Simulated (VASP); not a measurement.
# Sb in VASP: a series of runs, part 2 of 2

VASP 6.6.1. Earlier steps stand in the parts before.

### Step 4. Electric field gradients, PBEsol (equal xy, yz and zx shear strains of -2 %)

File INCAR:

```
PREC     = Accurate       # precision mode
ENCUT    = 520            # plane-wave cutoff, eV
EDIFF    = 1E-8           # SCF threshold, eV
ISMEAR   = -1             # smearing method
SIGMA    = 0.05           # smearing width, eV
LREAL    = False          # projectors in reciprocal space
LASPH    = True           # aspherical terms in the spheres
NELM     = 80             # most SCF steps
ALGO     = Normal         # electronic algorithm
ISIF     = 2              # what is computed and relaxed
LWAVE    = False          # write WAVECAR
LCHARG   = False          # write CHGCAR
GGA      = PS             # functional
LEFG     = True         
NBANDS   = 12             # bands
```

File KPOINTS:

```
regular mesh
0
Gamma
  12 12 7
```

File POSCAR:

```
Sb
1.0
    3.3690001795     -0.0336900018     -0.0336900018
   -1.7136764872      2.9344847417     -0.0123313965
   -0.0533000000     -0.0533000000      5.3300000000
Sb
2
Direct
    0.3333333333      0.6666666667      0.2500000000
    0.6666666667      0.3333333333      0.7500000000
```

Potentials or basis: VASP PAW PBE potentials, release 64 (Sb).

On the command line:

```
$ cat potpaw_PBE.64/Sb/POTCAR > POTCAR
$ mpirun -np 1 vasp_std > vasp.out
```

OUTCAR:

```text
PREC = Accurate
   ENCUT = 520
   EDIFF = 1E-8
   ISMEAR = -1
   LREAL = False
   LASPH = True
   NELM = 80
   ISIF = 2
   GGA = PS

 ion  position               nearest neighbor table
   1  0.333  0.667  0.250-   2 3.25   2 3.27   2 3.30   2 3.32   2 3.33   2 3.33
   2  0.667  0.333  0.750-   1 3.25   1 3.27   1 3.30   1 3.32   1 3.33   1 3.33

  LATTYP: Found a triclinic cell.
 ALAT       =     3.3401833211
 B/A-ratio  =     1.0087281861
 C/A-ratio  =     1.5958803637
 COS(alpha) =     0.0198960208
 COS(beta)  =     0.0274156886
 COS(gamma) =     0.4869832429

  Lattice vectors:

 A1 = (   1.6553236923,   2.9007947399,  -0.0460213983)
 A2 = (   3.3690001795,  -0.0336900018,  -0.0336900018)
 A3 = (   0.0533000000,   0.0533000000,  -5.3300000000)

Analysis of symmetry for initial positions (statically):
=====================================================================
 Subroutine PRICEL returns:
 Original cell was already a primitive cell.
[... 553 lines left out ...]
      direct lattice vectors                 reciprocal lattice vectors
     3.369000179 -0.033690002 -0.033690002     0.298615318  0.174404853  0.004730202
    -1.713676487  2.934484742 -0.012331396     0.003462748  0.342812050  0.003462748
    -0.053300000 -0.053300000  5.330000000     0.001895507  0.001895507  0.187655171

 POSITION                                       TOTAL-FORCE (eV/Angst)
 -----------------------------------------------------------------------------------
     -0.03278      1.93177      1.31305         0.030351     -0.001164     -0.001892
      1.63480      0.91573      3.97093        -0.030351      0.001164      0.001892
 -----------------------------------------------------------------------------------
    total drift:                                0.000000     -0.000000     -0.000000

  FREE ENERGIE OF THE ION-ELECTRON SYSTEM (eV)
  ---------------------------------------------------
  free  energy   TOTEN  =        -8.6817854613 eV

  energy  without entropy=       -8.6713879243  energy(sigma->0) =       -8.67658669

 Electric field gradients (V/A^2)
---------------------------------------------------------------------
 ion       V_xx      V_yy      V_zz      V_xy      V_xz      V_yz
---------------------------------------------------------------------
   1     -10.161   -11.296    21.457     7.085     3.276     2.276
   2     -10.161   -11.296    21.457     7.085     3.276     2.276
---------------------------------------------------------------------

 Electric field gradients after diagonalization (V/A^2)
 (convention: |V_zz| > |V_xx| > |V_yy|)
----------------------------------------------------------------------
 ion       V_xx      V_yy      V_zz     asymmetry (V_yy - V_xx)/ V_zz
----------------------------------------------------------------------
   1     -17.844    -4.228    22.072       0.617
   2     -17.844    -4.228    22.072       0.617
----------------------------------------------------------------------

           NMR quadrupolar parameters

 Cq : quadrupolar parameter    Cq=e*Q*V_zz/h
 eta: asymmetry parameters     (V_yy - V_xx)/ V_zz
 Q  : nuclear electric quadrupole moment in mb (millibarn)
----------------------------------------------------------------------
 ion       Cq(MHz)       eta       Q (mb)
----------------------------------------------------------------------
   1       0.053       0.617       1.000
   2       0.053       0.617       1.000
----------------------------------------------------------------------
```

Run time: 6.5 min. Hardware: 1 thread of Intel Xeon 8259CL, shared host; peak memory 0.4 GiB.

Results:

```yaml
Free_energy: -8.6818 eV
Pressure: -0.1 GPa
Largest_force: 0.030 eV/Å
Band_gap_on_the_k_mesh: zero (bands 5 and 6 overlap by 6.82 eV)
Largest_electric_field_gradient_by_atom: Sb +22.1 V/Å²
```

Forces on the atoms (eV/Å):
```
Sb   0.030 -0.001 -0.002
Sb  -0.030  0.001  0.002
```

Stress tensor (GPa, compression positive):
```
 0.16 -0.28  0.08
-0.28  0.27  0.11
 0.08  0.11 -0.87
```

Levels at points of the mesh, in eV from the Fermi level:
| k point | band 1 | band 2 | band 3 | band 4 | band 5 | band 6 | band 7 | band 8 | band 9 | band 10 |
| --- | --- | --- | --- | --- | --- | --- | --- | --- | --- | --- |
| (0.00, 0.00, 0.00) | -13.19 | -8.95 | -5.98 | 3.19 | 3.44 | 4.97 | 5.23 | 6.05 | 7.41 | 8.82 |
| (0.50, 0.00, 0.00) | -9.50 | -8.18 | -4.24 | -2.97 | -2.24 | -0.18 | -0.10 | 3.57 | 4.04 | 7.33 |
| (0.00, 0.50, 0.00) | -9.61 | -8.23 | -4.26 | -2.96 | -2.38 | -0.21 | 0.11 | 3.76 | 4.21 | 7.52 |
| (0.50, 0.50, 0.00) | -9.72 | -8.28 | -4.29 | -2.94 | -2.52 | -0.24 | 0.32 | 3.95 | 4.39 | 7.70 |

Electric field gradients, principal values (V/Å²):
| atom | least | middle | greatest (by size) |
| --- | --- | --- | --- |
| 1 Sb | -4.228 | -17.844 | 22.072 |
| 2 Sb | -4.228 | -17.844 | 22.072 |

Caveat: the cell differs from its parent crystal (equal xy, yz and zx shear strains of -2 %); without QUAD_EFG the Cq values of the log hold for a quadrupole moment of 1 mb, not for the nuclei; the PAW data sets were made with another functional, which shifts forces and pressure a little; spin-orbit coupling is left out, which moves the levels of the heavy elements.

### Step 5. Summary

```tsv
cell	gap on the mesh (eV)	pressure (GPa)
a = 3.369, b = 3.369, c = 5.170 Å, angles 90.0, 90.0, 120.0°, 2 atoms	none	2.1
a = 3.358, b = 3.358, c = 5.312 Å, angles 90.0, 90.0, 120.0°, 2 atoms	none	0.5
a = 3.369, b = 3.398, c = 5.331 Å, angles 90.4, 91.1, 120.9°, 2 atoms	none	-0.1
```

Alike in all rows: task electric field gradients; level PBEsol; potentials or basis VASP PAW PBE potentials, release 64 (Sb); no spin polarisation; k mesh 12 × 12 × 7; cutoff (eV) 520; smearing fermi-dirac 0.05 eV.

Caveats: the PAW data sets were made with another functional, which shifts forces and pressure a little; spin-orbit coupling is left out, which moves the levels of the heavy elements.

Total energies depend on the potentials used, so only differences within one code and one set of settings carry meaning.
